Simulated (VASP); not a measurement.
# TiTl: single point with PBE

The system is TiTl.

```
Ti Tl
1.0
     2.98492    0.00000    0.00000
     0.00000    2.98492    0.00000
     0.00000    0.00000    9.20350
Ti Tl
2 2
Direct
  0.00000 0.50000 0.60800
  0.50000 0.00000 0.39200
  0.00000 0.50000 0.13000
  0.50000 0.00000 0.87000
```

```json
{
 "Program": "VASP 6.6.1",
 "Task": "single point",
 "Functional": "PBE",
 "Potentials or basis": "VASP PAW PBE potentials, release 64 (Ti_sv, Tl_d)",
 "Cutoff": "520 eV",
 "k mesh": "11 × 11 × 4",
 "Occupations": "fermi-dirac, width 0.0984 eV",
 "Spin": "no spin polarisation",
 "Dipole correction": "no",
 "k mesh for the DOS": "17 × 17 × 6",
 "Occupations for the DOS": "tetrahedron",
 "Further INCAR settings": "ALGO = Normal; EDIFF = 1e-06"
}
```

```
Valence electrons inside the program's atomic spheres : Ti 10.16; Tl 11.40
```

Levels at points of the mesh, in eV from the Fermi level:
```csv
k point,band 21,band 22,band 23,band 24,band 25,band 26,band 27,band 28,band 29,band 30
"(0.00, 0.00, 0.00)",-5.46,-2.26,-1.54,-1.41,-0.04,0.95,0.95,1.68,2.08,2.14
"(0.00, 0.00, 0.50)",-4.21,-3.93,-1.42,-1.41,-0.05,0.97,0.97,1.55,2.14,2.28
```

Wall time 4.8 min on 1 thread of Intel(R) Xeon(R) Platinum 8259CL CPU @ 2.50GHz (Skylake/Cascade Lake), with other jobs on the host, peak memory 0.47 GiB.

Caveat: spin-orbit coupling is left out, which moves the levels of the heavy elements.
